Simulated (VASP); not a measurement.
# Cu (I4/mmm) in VASP: notebook

Cu is run at these levels: LDA, PBEsol, BLYP+D3(BJ); tasks: single point, relaxation of cell and atoms.

Program: VASP 6.6.1. These are calculated values, not measurements. Logs are shortened: lines on timing, memory, paths and dates and some standing lists are left out, and cuts for length are marked.

**1. The cell of the first run**

The structure is tetragonal, space group I4/mmm (No. 139). The conventional cell has a = 2.843 Å, b = 2.843 Å, c = 2.705 Å, α = 90.00°, β = 90.00°, γ = 90.00°. Within 3.2 Å of Cu (site symmetry 4/mmm) lie 14 Cu at 2.42 to 2.84 Å.

**2. Single point, LDA**

The input, INCAR:

```
  ALGO = Normal
  EDIFF = 1E-7
  ENCUT = 520
  GGA = CA
  ISIF = 2
  ISMEAR = -1
  LASPH = True
  LCHARG = False
  LREAL = False
  LWAVE = False
  NBANDS = 12
  NELM = 100
  PREC = Accurate
  SIGMA = 0.05
```

The input, KPOINTS:

```
k-points
0
Gamma
  15 15 15
```

The input, POSCAR:

```
Cu
1.0
   -1.4215655970      1.4215655970      1.3523931082
    1.4215655970     -1.4215655970      1.3523931082
    1.4215655970      1.4215655970     -1.3523931082
Cu
1
Direct
    0.0000000000      0.0000000000      0.0000000000
```

Potentials or basis: VASP PAW LDA potentials, release 64 (Cu).

Launch:

```
$ cat potpaw_LDA.64/Cu/POTCAR > POTCAR
$ mpirun -np 1 vasp_std > vasp.out
```

OUTCAR:

```text
EDIFF = 1E-7
   ENCUT = 520
   GGA = CA
   ISIF = 2
   ISMEAR = -1
   LASPH = True
   LREAL = False
   NELM = 100
   PREC = Accurate

 ion  position               nearest neighbor table
   1  0.000  0.000  0.000-

  LATTYP: Found a body centered tetragonal cell.
 ALAT       =     2.8431311940
 C/A-ratio  =     0.9513406283

  Lattice vectors:

 A1 = (  -1.4215655970,   1.4215655970,   1.3523931082)
 A2 = (   1.4215655970,  -1.4215655970,   1.3523931082)
 A3 = (   1.4215655970,   1.4215655970,  -1.3523931082)

Analysis of symmetry for initial positions (statically):
=====================================================================
 Subroutine PRICEL returns:
 Original cell was already a primitive cell.

 Routine SETGRP: Setting up the symmetry group for a
 body centered tetragonal supercell.

 Subroutine GETGRP returns: Found 16 space group operations
 (whereof 16 operations were pure point group operations)
 out of a pool of 16 trial point group operations.

The static configuration has the point symmetry D_4h.

Analysis of symmetry for dynamics (positions and initial velocities):
=====================================================================
 Subroutine PRICEL returns:
 Original cell was already a primitive cell.

 Routine SETGRP: Setting up the symmetry group for a
 body centered tetragonal supercell.

 Subroutine GETGRP returns: Found 16 space group operations
 (whereof 16 operations were pure point group operations)
 out of a pool of 16 trial point group operations.

The dynamic configuration has the point symmetry D_4h.

 Subroutine INISYM returns: Found 16 space group operations
 (whereof 16 operations are pure point group operations),
 and found     1 'primitive' translations

----------------------------------------------------------------------------------------

                                     Primitive cell

  volume of cell :      10.9319

  direct lattice vectors                    reciprocal lattice vectors
    -1.421565597  1.421565597  1.352393108     0.000000000  0.351724888  0.369714987
     1.421565597 -1.421565597  1.352393108     0.351724888  0.000000000  0.369714987
     1.421565597  1.421565597 -1.352393108     0.351724888  0.351724888  0.000000000

  length of vectors
     2.422945441  2.422945441  2.422945441     0.510293610  0.510293610  0.497414106

  position of ions in fractional coordinates (direct lattice)
     0.000000000  0.000000000  0.000000000

  ion indices of the primitive-cell ions
[... 75 lines left out ...]
   LREAL  =      F    real-space projection
   EDIFFG = 0.1E-05   stopping-criterion for IOM
   NSW    =      0    number of steps for IOM
   IBRION =     -1    ionic relax: 0-MD 1-quasi-New 2-CG
   NFREE  =      0    steps in history (QN), initial steepest desc. (CG)
   ISIF   =      2    stress and relaxation
   ISYM   =      2    0-nonsym 1-usesym 2-fastsym
   POTIM  = 0.5000    time-step for ionic-motion
   TEBEG  =    0.0;   TEEND  =   0.0 temperature during run
   PSTRESS=    0.0 pullay stress
   NELECT =      11.0000    total number of electrons
   NUPDOWN=      -1.0000    fix difference up-down
   EMIN   =  10.00;   EMAX   =-10.00  energy-range for DOS
   EFERMI =   0.00;   METHOD = LEGACY
   ISMEAR =    -1;   SIGMA  =   0.05  broadening in eV -4-tet -1-fermi 0-gaus
   EFERMI_NEDOS =   21; number of points for ismear=-14 and -15
   IALGO  =     38    algorithm
   IMIX   =      4    mixing-type and parameters
     AMIX     =   0.40;   BMIX     =  1.00
     AMIX_MAG =   1.60;   BMIX_MAG =  1.00
  volume/ion in A,a.u.               =      10.93        73.77
  Fermi-wavevector in a.u.,A,eV,Ry     =   1.640490  3.100076 36.616081  2.691206
  Thomas-Fermi vector in A             =   2.731119
   LORBIT       =      0    0 simple, 1 ext, 2 COOP (PROOUT), +10 PAW based schemes
   GGA     = CA    functional components
   LHFCALC =     F    Hartree Fock is set to
   AEXX    =    0.0000 exact exchange contribution
   IVDW    =     0    specifies the selected vdW correction
   LEPSILON=     F    determine dielectric tensor
   LRPA    =     F    only Hartree local field effects (RPA)
 non-spin polarized calculation
  energy-cutoff  :      520.00
  volume of cell :       10.93
 maximum number of plane-waves:       313
 NGX is ok and might be reduce to    18
   NGX =  9   NGY =  9   NGZ =  9

 number of electron      11.0000007 magnetization

 Free energy of the ion-electron system (eV)
  ---------------------------------------------------
  ext. energy  EPLUGINS =         0.00000000
  ---------------------------------------------------
  free energy    TOTEN  =        -4.67317996 eV

  energy without entropy =       -4.67073212  energy(sigma->0) =       -4.67195604

 E-fermi :   8.2939     XC(G=0): -13.5613

 val. band max:        8.2856697745   @ k =  -0.3333   0.4000   0.2000
 cond. band min:       8.3141025949   @ k =   0.4667   0.0667  -0.0000
 fundamental gap:      0.0284328205
 Fermi energy:         8.2938616902

 k-point     1 :       0.0000    0.0000    0.0000
  band No.  band energies     occupation
      1      -1.5981      2.00000
      2       4.8040      2.00000
      3       5.0291      2.00000
      4       5.0291      2.00000
      5       5.9686      2.00000
      6       6.2069      2.00000
      7      33.7084      0.00000
      8      33.7084      0.00000
      9      35.0554      0.00000
     10      38.0726      0.00000
     11      38.1649      0.00000
     12      38.1649      0.00000
[... 331 lines left out ...]
 k-point    24 :       0.2000    0.1333    0.0000
  band No.  band energies     occupation
      1       1.5610      2.00000
      2       4.4675      2.00000
      3       4.6499      2.00000
      4       5.8968      2.00000
      5       6.2413      2.00000
      6       6.3404      2.00000
      7      22.2755      0.00000
      8      24.5024      0.00000
      9      28.1992      0.00000
     10      33.4744      0.00000
     11      36.5506      0.00000
     12      38.3587      0.00000

 [... further k-points ...]
[... 5 lines left out ...]
  --------------------------------------------------------------------------------------
  -------------------------------------------------------------------------------------
  Total        0.0584636      0.0584636      0.0575994      0.0000000      0.0000000      0.0000000
  in kB        8.5683923      8.5683923      8.4417383      0.0000000      0.0000000      0.0000000
  external PRESSURE =       8.5261743 kB  Pullay stress =       0.0000000 kB

 VOLUME and BASIS-vectors are now :
 -----------------------------------------------------------------------------
  energy-cutoff  :      520.00
  volume of cell :       10.93
      direct lattice vectors                 reciprocal lattice vectors
    -1.421565597  1.421565597  1.352393108     0.000000000  0.351724888  0.369714987
     1.421565597 -1.421565597  1.352393108     0.351724888  0.000000000  0.369714987
     1.421565597  1.421565597 -1.352393108     0.351724888  0.351724888  0.000000000

 POSITION                                       TOTAL-FORCE (eV/Angst)
 -----------------------------------------------------------------------------------
      0.00000      0.00000      0.00000         0.000000      0.000000      0.000000
 -----------------------------------------------------------------------------------
    total drift:                                0.000000      0.000000      0.000000

  FREE ENERGIE OF THE ION-ELECTRON SYSTEM (eV)
  ---------------------------------------------------
  free  energy   TOTEN  =        -4.6731799611 eV

  energy  without entropy=       -4.6707321216  energy(sigma->0) =       -4.67195604
```

OSZICAR:

```text
N       E                     dE             d eps       ncg     rms          rms(c)
DAV:   1     0.413937867249E+02    0.41394E+02   -0.53438E+03  7792   0.159E+03
DAV:   2    -0.433557696651E+01   -0.45729E+02   -0.42194E+02  7136   0.208E+02
DAV:   3    -0.566707587380E+01   -0.13315E+01   -0.13251E+01  8084   0.403E+01
DAV:   4    -0.567511838846E+01   -0.80425E-02   -0.80415E-02  7716   0.279E+00
DAV:   5    -0.567519441964E+01   -0.76031E-04   -0.76030E-04  8112   0.274E-01    0.792E+00
DAV:   6    -0.503080253706E+01    0.64439E+00   -0.14093E+01  8040   0.749E+01    0.364E+00
DAV:   7    -0.469156410370E+01    0.33924E+00   -0.21231E+00  8144   0.290E+01    0.671E-01
DAV:   8    -0.467427654639E+01    0.17288E-01   -0.79115E-03  8784   0.932E-01    0.234E-01
DAV:   9    -0.467316686584E+01    0.11097E-02   -0.47094E-03  8936   0.118E+00    0.141E-02
DAV:  10    -0.467317826580E+01   -0.11400E-04   -0.26576E-05  8724   0.790E-02    0.395E-03
DAV:  11    -0.467317996254E+01   -0.16967E-05   -0.79967E-07 10084   0.945E-03    0.543E-04
DAV:  12    -0.467317996105E+01    0.14909E-08   -0.17363E-08  4364   0.181E-03
   1 F= -.46731800E+01 E0= -.46719560E+01  d E =-.244784E-02
```

Run time: 16 s. Hardware: 1 thread of Intel Xeon Platinum 8559C (Emerald Rapids), shared host; peak memory 0.14 GiB.

Results:

```
Free energy : -4.6732 eV
Pressure    : 0.9 GPa
```

[end of part 1 of 3]
